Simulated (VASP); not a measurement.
# AgI (F-43m) in VASP: further runs

AgI is run at these levels: slater exchange, pbe correlation; tasks: single point.

All numbers are computed with VASP 6.6.1; they aren't measurements. Logs are shortened: lines on timing, memory, paths and dates and some standing lists are left out, and cuts for length are marked.

**1. The cell of the first run**

Symmetry: F-43m, No. 216, cubic system. The conventional cell has a = 6.473 Å, b = 6.473 Å, c = 6.473 Å, α = 90.00°, β = 90.00°, γ = 90.00°. Ag (site symmetry -43m) has 4 I at 2.80 Å within 3.7 Å. I (site symmetry -43m) has 4 Ag at 2.80 Å within 3.7 Å.

**2. Single point, slater exchange, pbe correlation**

Contents of INCAR:

```
PREC = Accurate
ENCUT = 500
EDIFF = 1E-6
ISMEAR = 0
SIGMA = 0.3
LREAL = False
LASPH = True
NELM = 120
ALGO = Normal
ISIF = 2
LWAVE = False
LCHARG = False
GGA = LIBXC
LIBXC1 = LDA_X
LIBXC2 = GGA_C_PBE
NBANDS = 16
GGA_COMPAT = False
```

Contents of KPOINTS:

```
regular mesh
0
Gamma
  2 2 2
```

Contents of POSCAR:

```
AgI
1.0
    0.0000000000      3.2365000000      3.2365000000
    3.2365000000      0.0000000000      3.2365000000
    3.2365000000      3.2365000000      0.0000000000
Ag I
1 1
Direct
    0.0000000000      0.0000000000      0.0000000000
    0.2500000000      0.2500000000      0.2500000000
```

Potentials or basis: VASP PAW PBE potentials, release 64 (Ag, I).

Run with:

```bash
cat potpaw_PBE.64/Ag/POTCAR potpaw_PBE.64/I/POTCAR > POTCAR
mpirun -np 1 vasp_std > vasp.out
```

OUTCAR:

```text
PREC = Accurate
   ENCUT = 500
   EDIFF = 1E-6
   ISMEAR = 0
   LREAL = False
   LASPH = True
   NELM = 120
   ISIF = 2
   GGA = LIBXC

 ion  position               nearest neighbor table
   1  0.000  0.000  0.000-   2 2.80   2 2.80   2 2.80   2 2.80
   2  0.250  0.250  0.250-   1 2.80   1 2.80   1 2.80   1 2.80

  LATTYP: Found a face centered cubic cell.
 ALAT       =     6.4730000000

  Lattice vectors:

 A1 = (   0.0000000000,   3.2365000000,   3.2365000000)
 A2 = (   3.2365000000,   0.0000000000,   3.2365000000)
 A3 = (   3.2365000000,   3.2365000000,   0.0000000000)

Analysis of symmetry for initial positions (statically):
=====================================================================
 Subroutine PRICEL returns:
 Original cell was already a primitive cell.

 Routine SETGRP: Setting up the symmetry group for a
 face centered cubic supercell.

 Subroutine GETGRP returns: Found 24 space group operations
 (whereof 24 operations were pure point group operations)
 out of a pool of 48 trial point group operations.

The static configuration has the point symmetry T_d .

Analysis of symmetry for dynamics (positions and initial velocities):
=====================================================================
 Subroutine PRICEL returns:
 Original cell was already a primitive cell.

 Routine SETGRP: Setting up the symmetry group for a
 face centered cubic supercell.

 Subroutine GETGRP returns: Found 24 space group operations
 (whereof 24 operations were pure point group operations)
 out of a pool of 48 trial point group operations.

The dynamic configuration has the point symmetry T_d .

 Subroutine INISYM returns: Found 24 space group operations
 (whereof 24 operations are pure point group operations),
 and found     1 'primitive' translations

----------------------------------------------------------------------------------------

                                     Primitive cell

  volume of cell :      67.8042

  direct lattice vectors                    reciprocal lattice vectors
     0.000000000  3.236500000  3.236500000    -0.154487873  0.154487873  0.154487873
     3.236500000  0.000000000  3.236500000     0.154487873 -0.154487873  0.154487873
     3.236500000  3.236500000  0.000000000     0.154487873  0.154487873 -0.154487873

  length of vectors
     4.577102195  4.577102195  4.577102195     0.267580845  0.267580845  0.267580845

  position of ions in fractional coordinates (direct lattice)
     0.000000000  0.000000000  0.000000000
[... 56 lines left out ...]
   EDIFF  = 0.1E-05   stopping-criterion for ELM
   LREAL  =      F    real-space projection
   EDIFFG = 0.1E-04   stopping-criterion for IOM
   NSW    =      0    number of steps for IOM
   IBRION =     -1    ionic relax: 0-MD 1-quasi-New 2-CG
   NFREE  =      0    steps in history (QN), initial steepest desc. (CG)
   ISIF   =      2    stress and relaxation
   ISYM   =      2    0-nonsym 1-usesym 2-fastsym
   POTIM  = 0.5000    time-step for ionic-motion
   TEBEG  =    0.0;   TEEND  =   0.0 temperature during run
   PSTRESS=    0.0 pullay stress
   NELECT =      18.0000    total number of electrons
   NUPDOWN=      -1.0000    fix difference up-down
   EMIN   =  10.00;   EMAX   =-10.00  energy-range for DOS
   EFERMI =   0.00;   METHOD = LEGACY
   ISMEAR =     0;   SIGMA  =   0.30  broadening in eV -4-tet -1-fermi 0-gaus
   EFERMI_NEDOS =   21; number of points for ismear=-14 and -15
   IALGO  =     38    algorithm
   IMIX   =      4    mixing-type and parameters
     AMIX     =   0.40;   BMIX     =  1.00
     AMIX_MAG =   1.60;   BMIX_MAG =  1.00
  volume/ion in A,a.u.               =      33.90       228.78
  Fermi-wavevector in a.u.,A,eV,Ry     =   1.052156  1.988286 15.062083  1.107032
  Thomas-Fermi vector in A             =   2.187227
   LORBIT       =      0    0 simple, 1 ext, 2 COOP (PROOUT), +10 PAW based schemes
   GGA     = LIBXC    functional components
   LHFCALC =     F    Hartree Fock is set to
   AEXX    =    0.0000 exact exchange contribution
   IVDW    =     0    specifies the selected vdW correction
   LEPSILON=     F    determine dielectric tensor
   LRPA    =     F    only Hartree local field effects (RPA)
 non-spin polarized calculation
 Gauss-broadening in eV      SIGMA  =   0.30
  energy-cutoff  :      500.00
  volume of cell :       67.80
 maximum number of plane-waves:      1759
 NGX is ok and might be reduce to    36
   NGX = 17   NGY = 17   NGZ = 17

 number of electron      17.9999998 magnetization

 Free energy of the ion-electron system (eV)
  ---------------------------------------------------
  ext. energy  EPLUGINS =         0.00000000
  ---------------------------------------------------
  free energy    TOTEN  =        -6.72798026 eV

  energy without entropy =       -6.71691757  energy(sigma->0) =       -6.72244892

 E-fermi :   3.5972     XC(G=0):  -8.9878

 val. band max:        3.1369283604   @ k =   0.0000   0.0000   0.0000
 cond. band min:       3.9567077568   @ k =   0.0000   0.0000   0.0000
 fundamental gap:      0.8197793963
 Fermi energy:         3.5971764963

 k-point     1 :       0.0000    0.0000    0.0000
  band No.  band energies     occupation
      1      -9.7070      2.00000
      2      -1.3089      2.00000
      3      -1.3089      2.00000
      4      -1.3089      2.00000
      5      -0.2064      2.00000
      6      -0.2064      2.00000
[... 34 lines left out ...]
      3      -0.7936      2.00000
      4      -0.7936      2.00000
      5      -0.1147      2.00000
      6      -0.0785      2.00000
[... 8 lines left out ...]
     15      13.7525      0.00000
     16      14.7676      0.00000

------------------------ aborting loop because EDIFF is reached ----------------------------------------

  FORCE on cell =-STRESS in cart. coord.  units (eV):
  Direction    XX          YY          ZZ          XY          YZ          ZX
  --------------------------------------------------------------------------------------
  -------------------------------------------------------------------------------------
  Total       -1.4768774     -1.4768774     -1.4768774      0.0000000      0.0000000      0.0000000
  in kB      -34.8978129    -34.8978129    -34.8978129      0.0000000      0.0000000      0.0000000
  external PRESSURE =     -34.8978129 kB  Pullay stress =       0.0000000 kB

 VOLUME and BASIS-vectors are now :
 -----------------------------------------------------------------------------
  energy-cutoff  :      500.00
  volume of cell :       67.80
      direct lattice vectors                 reciprocal lattice vectors
     0.000000000  3.236500000  3.236500000    -0.154487873  0.154487873  0.154487873
     3.236500000  0.000000000  3.236500000     0.154487873 -0.154487873  0.154487873
     3.236500000  3.236500000  0.000000000     0.154487873  0.154487873 -0.154487873

 POSITION                                       TOTAL-FORCE (eV/Angst)
 -----------------------------------------------------------------------------------
      0.00000      0.00000      0.00000         0.000000     -0.000000     -0.000000
      1.61825      1.61825      1.61825        -0.000000      0.000000      0.000000
 -----------------------------------------------------------------------------------
    total drift:                                0.000000      0.000000      0.000000

  FREE ENERGIE OF THE ION-ELECTRON SYSTEM (eV)
  ---------------------------------------------------
  free  energy   TOTEN  =        -6.7279802618 eV

  energy  without entropy=       -6.7169175687  energy(sigma->0) =       -6.72244892
```

OSZICAR:

```text
N       E                     dE             d eps       ncg     rms          rms(c)
DAV:   1     0.885258920164E+02    0.88526E+02   -0.73528E+03    96   0.910E+02
DAV:   2    -0.378735872101E+01   -0.92313E+02   -0.85692E+02   112   0.196E+02
DAV:   3    -0.698296096854E+01   -0.31956E+01   -0.31750E+01   136   0.372E+01
DAV:   4    -0.703013427660E+01   -0.47173E-01   -0.47172E-01   136   0.415E+00
DAV:   5    -0.703024923077E+01   -0.11495E-03   -0.11495E-03   128   0.200E-01    0.549E+00
DAV:   6    -0.673766414033E+01    0.29259E+00   -0.12529E+00    96   0.131E+01    0.418E+00
DAV:   7    -0.673095189298E+01    0.67122E-02   -0.85621E-02    96   0.225E+00    0.228E+00
DAV:   8    -0.672745540866E+01    0.34965E-02   -0.74558E-03   104   0.615E-01    0.239E-01
DAV:   9    -0.672768962718E+01   -0.23422E-03   -0.62249E-04   104   0.284E-01    0.486E-02
DAV:  10    -0.672797315391E+01   -0.28353E-03   -0.36517E-04    96   0.109E-01    0.233E-02
DAV:  11    -0.672797811220E+01   -0.49583E-05   -0.92401E-06   144   0.264E-02    0.187E-02
DAV:  12    -0.672798026417E+01   -0.21520E-05   -0.10393E-05    96   0.245E-02    0.245E-03
DAV:  13    -0.672798026185E+01    0.23156E-08   -0.30952E-07    88   0.527E-03
   1 F= -.67279803E+01 E0= -.67224489E+01  d E =-.110627E-01
```

It took 7 s on 1 thread of Intel Xeon Platinum 8488C (Sapphire Rapids), shared host; peak memory 0.19 GiB.

Results:

```
Free energy            : -6.7280 eV
Pressure               : -3.5 GPa
Band gap on the k mesh : 0.82 eV
```

Levels at points of the mesh, in eV from the valence-band top:
| k point | band 7 | band 8 | band 9 | band 10 | band 11 | band 12 |
| --- | --- | --- | --- | --- | --- | --- |
| (0.00, 0.00, 0.00) | 0.00 | 0.00 | 0.00 | 0.82 | 5.34 | 5.34 |
| (0.50, 0.00, 0.00) | -3.18 | -0.78 | -0.78 | 2.32 | 5.83 | 5.83 |
| (0.50, 0.50, 0.00) | -2.86 | -1.93 | -1.93 | 3.00 | 3.49 | 8.10 |

Caveat: the k points lie up to 0.84 Å⁻¹ apart, too coarse for converged energies, forces and pressures; so wide a smearing shifts energies and pressures; the PAW data sets were made with another functional, which shifts forces and pressure a little; spin-orbit coupling is left out, which moves the levels of the heavy elements.

**3. Single point, slater exchange, pbe correlation**

Contents of INCAR:

```
PREC = Accurate
ENCUT = 500
EDIFF = 1E-6
ISMEAR = 0
SIGMA = 0.3
LREAL = F
LASPH = T
NELM = 120
ALGO = Normal
ISIF = 2
LWAVE = F
LCHARG = F
GGA = LIBXC
LIBXC1 = LDA_X
LIBXC2 = GGA_C_PBE
NBANDS = 16
GGA_COMPAT = F
```

Contents of KPOINTS:

```
regular mesh
0
Gamma
  3 3 3
```

POSCAR is that of step 2.

Potentials or basis: VASP PAW PBE potentials, release 64 (Ag, I).

Run with:

```bash
cat potpaw_PBE.64/Ag/POTCAR potpaw_PBE.64/I/POTCAR > POTCAR
mpirun -np 1 vasp_std > vasp.out
```

It took 7.9 s on 1 thread of Intel Xeon Platinum 8488C (Sapphire Rapids), shared host; peak memory 0.2 GiB.

The run converged. Its results:

| Property | Result |
| --- | --- |
| Free energy | -7.3406 eV |
| Pressure | -6.0 GPa |
| Band gap on the k mesh | 0.85 eV |

Levels at points of the mesh, in eV from the valence-band top:
| k point | band 5 | band 6 | band 7 | band 8 | band 9 | band 10 | band 11 | band 12 | band 13 | band 14 |
| --- | --- | --- | --- | --- | --- | --- | --- | --- | --- | --- |
| (0.00, 0.00, 0.00) | -3.18 | -3.18 | 0.00 | 0.00 | 0.00 | 0.85 | 5.40 | 5.40 | 5.40 | 8.30 |

Caveat: the k points lie up to 0.56 Å⁻¹ apart; so wide a smearing shifts energies and pressures; the PAW data sets were made with another functional, which shifts forces and pressure a little; spin-orbit coupling is left out, which moves the levels of the heavy elements.

**4. Single point, slater exchange, pbe correlation**

Contents of INCAR:

```
  PREC = Accurate
  ENCUT = 500
  EDIFF = 1E-6
  ISMEAR = 0
  SIGMA = 0.3
  LREAL = F
  LASPH = T
  NELM = 120
  ALGO = Normal
  ISIF = 2
  LWAVE = F
  LCHARG = F
  GGA = LIBXC
  LIBXC1 = LDA_X
  LIBXC2 = GGA_C_PBE
  NBANDS = 16
  GGA_COMPAT = F
```

Contents of KPOINTS:

```
Automatic mesh
0
Gamma
  4 4 4
```

POSCAR is that of step 3.

Run with:

```bash
cat potpaw_PBE.64/Ag/POTCAR potpaw_PBE.64/I/POTCAR > POTCAR
mpirun -np 1 vasp_std > vasp.out
```

Run time: 8.9 s. Hardware: 1 thread of Intel Xeon Platinum 8488C (Sapphire Rapids), shared host; peak memory 0.2 GiB.

It converged, with:

```
Free energy            : -7.4413 eV
Pressure               : -6.6 GPa
Band gap on the k mesh : 0.86 eV
```

Levels at points of the mesh, in eV from the valence-band top:
| k point | band 5 | band 6 | band 7 | band 8 | band 9 | band 10 | band 11 | band 12 | band 13 | band 14 |
| --- | --- | --- | --- | --- | --- | --- | --- | --- | --- | --- |
| (0.00, 0.00, 0.00) | -3.15 | -3.15 | 0.00 | 0.00 | 0.00 | 0.86 | 5.42 | 5.42 | 5.42 | 8.30 |
| (0.50, 0.00, 0.00) | -3.12 | -3.12 | -3.00 | -0.77 | -0.77 | 2.37 | 5.91 | 5.91 | 6.64 | 8.60 |
| (0.50, 0.50, 0.00) | -3.05 | -3.04 | -2.71 | -1.89 | -1.89 | 3.06 | 3.54 | 8.01 | 9.36 | 9.36 |

Caveat: the k points lie up to 0.42 Å⁻¹ apart; so wide a smearing shifts energies and pressures; the PAW data sets were made with another functional, which shifts forces and pressure a little; spin-orbit coupling is left out, which moves the levels of the heavy elements.

(Part 1 of 2 ends here.)
